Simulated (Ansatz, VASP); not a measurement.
Co: VASP beside Ansatz

```
Co
1.0
     2.48736    0.00000    0.00000
    -1.24368    2.15412    0.00000
     0.00000    0.00000    4.06329
Co
2
Direct
  0.66667 0.33333 0.25986
  0.33333 0.66667 0.74014
```

Alike in both runs: task single point; functional LDA; k mesh 14 × 14 × 8; occupations fermi-dirac, width 0.15 eV; collinear spin.

|  | VASP | Ansatz |
| --- | --- | --- |
| version | VASP 6.6.1 | Ansatz 0.2.0 |
| potentials or method | VASP PAW LDA potentials, release 64 (Co), cutoff 520 eV | plane waves, PAW |
| valence electrons in the cell | 18 | 34 |

Ansatz gave:

```
net moment per atom (μB)                                      : 1.54
size of the moment on the site where the two differ most (μB) : 1.58
```

Problem. What did VASP give for the same quantities?

Solution. net moment per atom (μB): 1.49; size of the moment on the site where the two differ most (μB): 1.49.

LDA's correlation is that of Perdew and Zunger in VASP and of Perdew and Wang (1992) in Ansatz. Site moments also hang on the region over which each program counts them. VASP's potentials hold 18 valence electrons a cell and Ansatz's 34, so a difference there can come from the potentials and not from the codes. Ansatz's warnings: given moment on shells.
